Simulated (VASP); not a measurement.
# AlCo (Pm-3m) in VASP: notebook

The runs below take AlCo through single point, with PBEsol.

Everything below comes from runs of VASP 6.6.1. Logs are shortened: lines on timing, memory, paths and dates and some standing lists are left out, and cuts for length are marked.

## 1. The cell of the first run

The structure is cubic, space group Pm-3m (No. 221). Conventional cell: a = 2.743 Å, b = 2.743 Å, c = 2.743 Å, α = 90.00°, β = 90.00°, γ = 90.00°. Within 3.1 Å of Al (site symmetry m-3m) lie 8 Co at 2.38 Å and 6 Al at 2.74 Å. Within 3.1 Å of Co (site symmetry m-3m) lie 8 Al at 2.38 Å and 6 Co at 2.74 Å.

## 2. Single point, PBEsol

File INCAR:

```
PREC = Accurate
ENCUT = 520
EDIFF = 1E-6
ISMEAR = 0
SIGMA = 0.1
LREAL = False
LASPH = True
NELM = 80
ALGO = Normal
ISIF = 2
LWAVE = False
LCHARG = False
GGA = PS
NBANDS = 13
```

File KPOINTS:

```
regular mesh
0
Gamma
  14 14 14
```

File POSCAR:

```
AlCo
1.0
    2.7428494912      0.0000000000      0.0000000000
    0.0000000000      2.7428494912      0.0000000000
    0.0000000000      0.0000000000      2.7428494912
Al Co
1 1
Direct
    0.0000000000      0.0000000000      0.0000000000
    0.5000000000      0.5000000000      0.5000000000
```

Potentials or basis: VASP PAW PBE potentials, release 64 (Al, Co).

Command:

```console
$ cat potpaw_PBE.64/Al/POTCAR potpaw_PBE.64/Co/POTCAR > POTCAR
$ mpirun -np 1 vasp_std > vasp.out
```

OUTCAR:

```text
PREC = Accurate
   ENCUT = 520
   EDIFF = 1E-6
   ISMEAR = 0
   LREAL = False
   LASPH = True
   NELM = 80
   ISIF = 2
   GGA = PS

 ion  position               nearest neighbor table
   1  0.000  0.000  0.000-   2 2.38   2 2.38   2 2.38   2 2.38   2 2.38   2 2.38   2 2.38   2 2.38

   2  0.500  0.500  0.500-   1 2.38   1 2.38   1 2.38   1 2.38   1 2.38   1 2.38   1 2.38   1 2.38

  LATTYP: Found a simple cubic cell.
 ALAT       =     2.7428494912

  Lattice vectors:

 A1 = (   2.7428494912,   0.0000000000,   0.0000000000)
 A2 = (   0.0000000000,   2.7428494912,   0.0000000000)
 A3 = (   0.0000000000,   0.0000000000,   2.7428494912)

Analysis of symmetry for initial positions (statically):
=====================================================================
 Subroutine PRICEL returns:
 Original cell was already a primitive cell.

 Routine SETGRP: Setting up the symmetry group for a
 simple cubic supercell.

 Subroutine GETGRP returns: Found 48 space group operations
 (whereof 48 operations were pure point group operations)
 out of a pool of 48 trial point group operations.

The static configuration has the point symmetry O_h .

Analysis of symmetry for dynamics (positions and initial velocities):
=====================================================================
 Subroutine PRICEL returns:
 Original cell was already a primitive cell.

 Routine SETGRP: Setting up the symmetry group for a
 simple cubic supercell.

 Subroutine GETGRP returns: Found 48 space group operations
 (whereof 48 operations were pure point group operations)
 out of a pool of 48 trial point group operations.

The dynamic configuration has the point symmetry O_h .

 Subroutine INISYM returns: Found 48 space group operations
 (whereof 48 operations are pure point group operations),
 and found     1 'primitive' translations

----------------------------------------------------------------------------------------

                                     Primitive cell

  volume of cell :      20.6351

  direct lattice vectors                    reciprocal lattice vectors
     2.742849491  0.000000000  0.000000000     0.364584350  0.000000000  0.000000000
     0.000000000  2.742849491  0.000000000     0.000000000  0.364584350  0.000000000
     0.000000000  0.000000000  2.742849491     0.000000000  0.000000000  0.364584350

  length of vectors
     2.742849491  2.742849491  2.742849491     0.364584350  0.364584350  0.364584350

  position of ions in fractional coordinates (direct lattice)
     0.000000000  0.000000000  0.000000000
     0.500000000  0.500000000  0.500000000

  ion indices of the primitive-cell ions
   primitive index   ion index
                 1           1
                 2           2

----------------------------------------------------------------------------------------

 KPOINTS: regular mesh

Automatic generation of k-mesh.
 Grid dimensions read from file:
 generate k-points for:   14   14   14

 Generating k-lattice:

  Cartesian coordinates                     Fractional coordinates (reciprocal lattice)
     0.026041739  0.000000000  0.000000000     0.071428571  0.000000000  0.000000000
     0.000000000  0.026041739  0.000000000     0.000000000  0.071428571  0.000000000
     0.000000000  0.000000000  0.026041739     0.000000000  0.000000000  0.071428571

  Length of vectors
     0.026041739  0.026041739  0.026041739

  Shift w.r.t. Gamma in fractional coordinates (k-lattice)
     0.000000000  0.000000000  0.000000000

 Subroutine IBZKPT returns following result:
 ===========================================

 Found    120 irreducible k-points:

 Following reciprocal coordinates:
            Coordinates               Weight
  0.000000  0.000000  0.000000      1.000000
  0.071429  0.000000  0.000000      6.000000
  0.142857  0.000000  0.000000      6.000000
  0.214286  0.000000  0.000000      6.000000
  0.285714  0.000000  0.000000      6.000000
  0.357143  0.000000  0.000000      6.000000
[... 16 lines left out ...]
  0.285714  0.214286  0.000000     24.000000
  0.357143  0.214286  0.000000     24.000000
 [... further k-points ...]
   k-points           NKPTS =    120   k-points in BZ     NKDIM =    120   number of bands    NBANDS=     13
   number of dos      NEDOS =    301   number of ions     NIONS =      2
   total plane-waves  NPLWV =   8000
   dimension x,y,z NGX =    20 NGY =   20 NGZ =   20
   dimension x,y,z NGXF=    40 NGYF=   40 NGZF=   40
   ions per type =               1   1
   NGX,Y,Z   is equivalent  to a cutoff of  12.12, 12.12, 12.12 a.u.
   NGXF,Y,Z  is equivalent  to a cutoff of  24.24, 24.24, 24.24 a.u.
 SYSTEM =  unknown system
   PREC   = accura    normal or accurate (medium, high low for compatibility)
   ISTART =      0    job   : 0-new  1-cont  2-samecut
   ICHARG =      2    charge: 1-file 2-atom 10-const
   ISPIN  =      1    spin polarized calculation?
   LNONCOLLINEAR =      F non collinear calculations
   LSORBIT =      F    spin-orbit coupling
   LASPH  =      T    aspherical Exc in radial PAW
   ENCUT  =  520.0 eV  38.22 Ry    6.18 a.u.   5.10  5.10  5.10*2*pi/ulx,y,z
   NELM   =     80;   NELMIN=  2; NELMDL= -5     # of ELM steps
   EDIFF  = 0.1E-05   stopping-criterion for ELM
   LREAL  =      F    real-space projection
   EDIFFG = 0.1E-04   stopping-criterion for IOM
   NSW    =      0    number of steps for IOM
   IBRION =     -1    ionic relax: 0-MD 1-quasi-New 2-CG
   NFREE  =      0    steps in history (QN), initial steepest desc. (CG)
   ISIF   =      2    stress and relaxation
   ISYM   =      2    0-nonsym 1-usesym 2-fastsym
   POTIM  = 0.5000    time-step for ionic-motion
   TEBEG  =    0.0;   TEEND  =   0.0 temperature during run
   PSTRESS=    0.0 pullay stress
   NELECT =      12.0000    total number of electrons
   NUPDOWN=      -1.0000    fix difference up-down
   EMIN   =  10.00;   EMAX   =-10.00  energy-range for DOS
   EFERMI =   0.00;   METHOD = LEGACY
   ISMEAR =     0;   SIGMA  =   0.10  broadening in eV -4-tet -1-fermi 0-gaus
   EFERMI_NEDOS =   21; number of points for ismear=-14 and -15
   IALGO  =     38    algorithm
   IMIX   =      4    mixing-type and parameters
     AMIX     =   0.40;   BMIX     =  1.00
     AMIX_MAG =   1.60;   BMIX_MAG =  1.00
  volume/ion in A,a.u.               =      10.32        69.63
  Fermi-wavevector in a.u.,A,eV,Ry     =   1.366469  2.582253 25.405327  1.867239
  Thomas-Fermi vector in A             =   2.492607
   LORBIT       =      0    0 simple, 1 ext, 2 COOP (PROOUT), +10 PAW based schemes
   GGA     = PS    functional components
   LHFCALC =     F    Hartree Fock is set to
   AEXX    =    0.0000 exact exchange contribution
   IVDW    =     0    specifies the selected vdW correction
   LEPSILON=     F    determine dielectric tensor
   LRPA    =     F    only Hartree local field effects (RPA)
 non-spin polarized calculation
 Gauss-broadening in eV      SIGMA  =   0.10
  energy-cutoff  :      520.00
  volume of cell :       20.64
 maximum number of plane-waves:       587
   NGX = 11   NGY = 11   NGZ = 11

 number of electron      12.0000011 magnetization

 Free energy of the ion-electron system (eV)
  ---------------------------------------------------
  ext. energy  EPLUGINS =         0.00000000
  ---------------------------------------------------
  free energy    TOTEN  =       -12.97561092 eV

  energy without entropy =      -12.97270202  energy(sigma->0) =      -12.97415647

 E-fermi :  12.0885     XC(G=0): -12.9603

 val. band max:       12.0852167929   @ k =   0.5000   0.3571   0.0714
 cond. band min:      12.1292964415   @ k =   0.5000   0.3571   0.2857
 fundamental gap:      0.0440796486
 Fermi energy:        12.0884541799

 k-point     1 :       0.0000    0.0000    0.0000
  band No.  band energies     occupation
      1       0.1966      2.00000
      2       8.5234      2.00000
      3       8.5234      2.00000
      4      11.1053      2.00000
      5      11.1053      2.00000
      6      11.1053      2.00000
      7      18.6395      0.00000
      8      18.6395      0.00000
      9      18.6395      0.00000
     10      21.3072      0.00000
     11      21.3072      0.00000
     12      29.5583      0.00000
     13      35.1203      0.00000

 k-point     2 :       0.0714    0.0000    0.0000
  band No.  band energies     occupation
      1       0.3019      2.00000
      2       8.5185      2.00000
      3       8.5551      2.00000
      4      11.0444      2.00000
      5      11.0444      2.00000
      6      11.1120      2.00000
      7      17.6338      0.00000
      8      18.7860      0.00000
      9      18.7860      0.00000
     10      21.2805      0.00000
     11      22.2580      0.00000
     12      29.8666      0.00000
     13      33.9575      0.00000

 k-point     3 :       0.1429    0.0000    0.0000
  band No.  band energies     occupation
      1       0.6153      2.00000
      2       8.4760      2.00000
      3       8.6454      2.00000
      4      10.8814      2.00000
      5      10.8814      2.00000
      6      11.1306      2.00000
      7      16.0015      0.00000
      8      19.2067      0.00000
      9      19.2067      0.00000
     10      21.2020      0.00000
     11      23.7149      0.00000
     12      30.8165      0.00000
     13      32.1777      0.00000

 k-point     4 :       0.2143    0.0000    0.0000
  band No.  band energies     occupation
      1       1.1303      2.00000
      2       8.3069      2.00000
      3       8.7801      2.00000
      4      10.6629      2.00000
      5      10.6629      2.00000
      6      11.1577      2.00000
      7      14.4941      0.00000
      8      19.8564      0.00000
      9      19.8564      0.00000
     10      21.0783      0.00000
     11      24.9817      0.00000
     12      30.4019      0.00000
     13      30.4019      0.00000

 k-point     5 :       0.2857    0.0000    0.0000
  band No.  band energies     occupation
      1       1.8352      2.00000
      2       7.8710      2.00000
      3       8.9359      2.00000
      4      10.4396      2.00000
      5      10.4396      2.00000
      6      11.1880      2.00000
      7      13.3521      0.00000
      8      20.6852      0.00000
      9      20.6852      0.00000
     10      20.9251      0.00000
     11      26.0352      0.00000
     12      28.7198      0.00000
     13      28.7198      0.00000
[... 257 lines left out ...]
 k-point    22 :       0.2143    0.2143    0.0000
  band No.  band energies     occupation
      1       2.0283      2.00000
      2       8.6351      2.00000
      3       8.6568      2.00000
      4      10.1463      2.00000
      5      10.6752      2.00000
      6      10.7921      2.00000
      7      14.5767      0.00000
      8      16.2510      0.00000
      9      21.0375      0.00000
     10      22.4598      0.00000
     11      26.3350      0.00000
     12      28.1758      0.00000
     13      30.9338      0.00000

 k-point    23 :       0.2857    0.2143    0.0000
  band No.  band energies     occupation
      1       2.7018      2.00000
      2       8.2523      2.00000
      3       8.8701      2.00000
      4       9.9952      2.00000
      5      10.5046      2.00000
      6      10.7855      2.00000
      7      13.6881      0.00000
      8      16.4484      0.00000
      9      21.8481      0.00000
     10      21.9517      0.00000
     11      25.5255      0.00000
     12      29.2997      0.00000
     13      29.5197      0.00000

 k-point    24 :       0.3571    0.2143    0.0000
  band No.  band energies     occupation
      1       3.5329      2.00000
      2       7.5471      2.00000
      3       9.1043      2.00000
      4       9.9160      2.00000
      5      10.3285      2.00000
      6      10.8142      2.00000
      7      12.8703      0.00000
      8      17.0758      0.00000
      9      21.0073      0.00000
     10      22.7994      0.00000
     11      25.2732      0.00000
     12      27.7846      0.00000
     13      30.0696      0.00000

 [... further k-points ...]

------------------------ aborting loop because EDIFF is reached ----------------------------------------

  FORCE on cell =-STRESS in cart. coord.  units (eV):
  Direction    XX          YY          ZZ          XY          YZ          ZX
  --------------------------------------------------------------------------------------
  -------------------------------------------------------------------------------------
  Total        2.5934148      2.5934148      2.5934148     -0.0000000      0.0000000     -0.0000000
  in kB      201.3615921    201.3615921    201.3615921     -0.0000000      0.0000000     -0.0000000
  external PRESSURE =     201.3615921 kB  Pullay stress =       0.0000000 kB

 VOLUME and BASIS-vectors are now :
 -----------------------------------------------------------------------------
  energy-cutoff  :      520.00
  volume of cell :       20.64
      direct lattice vectors                 reciprocal lattice vectors
     2.742849491  0.000000000  0.000000000     0.364584350  0.000000000  0.000000000
     0.000000000  2.742849491  0.000000000     0.000000000  0.364584350  0.000000000
     0.000000000  0.000000000  2.742849491     0.000000000  0.000000000  0.364584350

 POSITION                                       TOTAL-FORCE (eV/Angst)
 -----------------------------------------------------------------------------------
      0.00000      0.00000      0.00000         0.000000      0.000000      0.000000
      1.37142      1.37142      1.37142         0.000000      0.000000      0.000000
 -----------------------------------------------------------------------------------
    total drift:                               -0.000000      0.000000      0.000000

  FREE ENERGIE OF THE ION-ELECTRON SYSTEM (eV)
  ---------------------------------------------------
  free  energy   TOTEN  =       -12.9756109187 eV

  energy  without entropy=      -12.9727020159  energy(sigma->0) =      -12.97415647
```

Run time: 33 s. Hardware: 1 thread of AMD EPYC 7R13, shared host; peak memory 0.12 GiB.

What came out:

```yaml
Free_energy: -12.9756 eV
Pressure: 20.1 GPa
Band_gap_on_the_k_mesh: zero (band 6 reaches 14.44 eV, above the bottom of band 7 at 11.78 eV)
```

Levels at points of the mesh, in eV from the Fermi level:
```csv
k point,band 2,band 3,band 4,band 5,band 6,band 7,band 8,band 9,band 10,band 11
"(0.00, 0.00, 0.00)",-3.57,-3.57,-0.98,-0.98,-0.98,6.55,6.55,6.55,9.22,9.22
"(0.50, 0.00, 0.00)",-7.19,-2.86,-2.00,-2.00,-0.85,0.21,8.52,11.22,11.22,12.95
"(0.50, 0.50, 0.00)",-3.59,-2.93,-2.93,-1.79,-1.79,-0.31,2.75,4.20,14.12,16.85
"(0.50, 0.50, 0.50)",-4.52,-4.52,-0.26,-0.26,2.35,2.35,2.35,5.24,6.01,6.01
```

Caveat: the PAW data sets were made with another functional, which shifts forces and pressure a little. Spin polarisation is off, so any magnetic state and its effect on volume and gap are missing.

(Part 1 of 3 ends here.)
